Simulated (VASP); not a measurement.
A run of VASP 6.6.1:

Contents of INCAR:

```
SYSTEM = LiHf8O16
PREC = Accurate
ENCUT = 520
EDIFF = 1E-7
ISMEAR = -1
SIGMA = 0.01
LREAL = Auto
LASPH = .TRUE.
NELM = 60
ALGO = Normal
ISIF = 2
LWAVE = .FALSE.
LCHARG = .TRUE.
GGA = PE
LELF = .TRUE.
LVHAR = .TRUE.
NELECT = 178.0
NBANDS = 108
```

Contents of KPOINTS:

```
regular mesh
0
G
  1 1 1
  0 0 0
```

The input POSCAR:

```
LiHf8O16
1.0
    0.0000000000      5.0697034800      5.1017273300
    5.2943205200      0.0000000000      5.1017273300
    5.2943205200      5.0697034800      0.0000000000
Hf O Li
8 16 1
Direct
    0.2479508555      0.0133330027      0.0172165267
    0.7386224059      0.5201181313      0.5382071021
    0.3156217507      0.4794064305      0.9756044573
    0.7855394193      0.9867083735      0.4837813655
    0.2323109896      0.0425553271      0.4896702889
    0.7177222437      0.5477601277     -0.0148284721
    0.2658189411      0.5011734414      0.4692982141
    0.7669972834      0.9916108153      0.9690685506
    0.0036133989      0.3024927293      0.0610434398
    0.5087796788      0.8071046415      0.5852647800
    0.4118082309      0.4398631186      0.6821979613
    0.8954326995      0.9278376163      0.1941862539
    0.1095530504      0.4083127290      0.3371695260
    0.6065692406      0.9075471557      0.8416487921
    0.3569220022      0.6587916307      0.0966341100
    0.8627974685      0.1545348318      0.5970401787
    0.1540097211      0.8594495772      0.3979399168
    0.6657933726      0.3512803878      0.8959338628
    0.4029654816      0.1149606695      0.1335868061
    0.9043113778      0.6103575765      0.6387934666
    0.1871096671      0.1545991087      0.7223596970
    0.6756846346      0.6446166211      0.2371758549
    0.0509996545      0.7439656068      0.8820468281
    0.5560217413      0.2709946253      0.3512776734
    0.9470635261      0.4632346993      0.1926624998
```

Potentials or basis: VASP PAW PBE potentials, release 64 (Hf_pv, O, Li_sv).

Command:

```console
$ cat potpaw_PBE.64/Hf_pv/POTCAR potpaw_PBE.64/O/POTCAR potpaw_PBE.64/Li_sv/POTCAR > POTCAR
$ mpirun -np 1 vasp_gam > vasp.out
```

Hardware: 1 thread of Intel(R) Xeon(R) Platinum 8488C (Sapphire Rapids), with other jobs on the host.

**Question.** Estimate the wall time of this run.

**Answer.** It took 2.1 min on 1 thread of Intel(R) Xeon(R) Platinum 8488C (Sapphire Rapids), with other jobs on the host, peak memory 0.4 GiB. Counts: scf iterations 18, k points 1.
